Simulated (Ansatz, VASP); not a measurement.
## Two plane-wave programs on SnS2

```
Sn S
1.0
     3.60500    0.00000    0.00000
    -1.80250    3.12202    0.00000
     0.00000    0.00000    5.62380
Sn S
1 2
Direct
  0.00000 0.00000 0.00000
  0.66667 0.33333 0.72870
  0.33333 0.66667 0.27130
```

Change from the starting cell: z stretched by +3 %, ions relaxed.

Alike in both runs: task relaxation of the atoms; functional PBE; k mesh 14 × 14 × 8; occupations fermi-dirac, width 0.02 eV; no spin polarisation.

|  | VASP | Ansatz |
| --- | --- | --- |
| version | VASP 6.6.1 | Ansatz 0.2.0 |
| potentials or method | VASP PAW PBE potentials, release 64 (Sn_d, S) | plane-wave PAW, scalar-relativistic |
| plane-wave cutoff (eV) | 450 | 420 |
| valence electrons in the cell | 26 | 26 |

|  | VASP | Ansatz | Ansatz less VASP |
| --- | --- | --- | --- |
| gap on the k mesh at the Fermi level, each at its own relaxed structure (eV) | 1.15 | 1.15 | -0.008 |

Ansatz's warnings: stress scf threshold loose.
